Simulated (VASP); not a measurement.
WS2: single point with PBEsol

Crystal: WS2.

```
W S
1.0
     3.08316    0.00000    0.00000
    -1.54158    2.67010    0.00000
     0.00000    0.00000   12.85706
W S
2 4
Direct
  0.33333 0.66667 0.25000
  0.66667 0.33333 0.75000
  0.33333 0.66667 0.62660
  0.66667 0.33333 0.12660
  0.33333 0.66667 0.87340
  0.66667 0.33333 0.37340
```

This cell differs from its parent crystal: biaxial strain in the a-b plane: -2.0 %.

| Item | Value |
| --- | --- |
| Program | VASP 6.6.1 |
| Task | single point |
| Functional | PBEsol |
| Potentials or basis | VASP PAW PBE potentials, release 64 (W_sv, S) |
| Cutoff | 520 eV |
| k mesh | 12 × 12 × 2 |
| Occupations | gaussian, width 0.02 eV |
| Spin | no spin polarisation |

The pressure is 4.8 GPa. The largest force is 0.123 eV/Å and the band gap on the k mesh is 1.23 eV, indirect (least direct gap 2.17 eV).

Forces on the atoms (eV/Å):
```
W    0.000  0.000  0.000
W    0.000  0.000  0.000
S    0.000  0.000 -0.123
S    0.000  0.000 -0.123
S    0.000  0.000  0.123
S    0.000  0.000  0.123
```

Stress tensor (GPa, compression positive):
```
6.75 0.00 0.00
0.00 6.75 0.00
0.00 0.00 1.02
```

Levels at points of the mesh, in eV from the valence-band top:
| k point | band 23 | band 24 | band 25 | band 26 | band 27 | band 28 | band 29 | band 30 |
| --- | --- | --- | --- | --- | --- | --- | --- | --- |
| (0.00, 0.00, 0.00) | -1.67 | -1.67 | -1.18 | 0.00 | 2.87 | 2.87 | 2.87 | 2.87 |
| (0.50, 0.00, 0.00) | -1.38 | -1.37 | -1.30 | -1.24 | 3.02 | 3.05 | 3.05 | 3.43 |
| (0.00, 0.00, 0.50) | -1.68 | -1.68 | -0.36 | -0.36 | 2.87 | 2.87 | 2.87 | 2.87 |
| (0.50, 0.00, 0.50) | -1.33 | -1.33 | -1.31 | -1.31 | 3.04 | 3.04 | 3.26 | 3.26 |

Run time: 74 s on 1 thread of Intel(R) Xeon(R) 6975P-C (Granite Rapids), on a shared host, peak memory 0.28 GiB.

Caveat: the cell differs from its parent crystal (biaxial strain in the a-b plane: -2.0 %); the PAW data sets were made with another functional, which shifts forces and pressure a little; spin-orbit coupling is left out, which moves the levels of the heavy elements; this functional lacks dispersion, which binds the layers, so the pressure and a relaxed spacing across them are unreliable. A k mesh can miss the band edges.
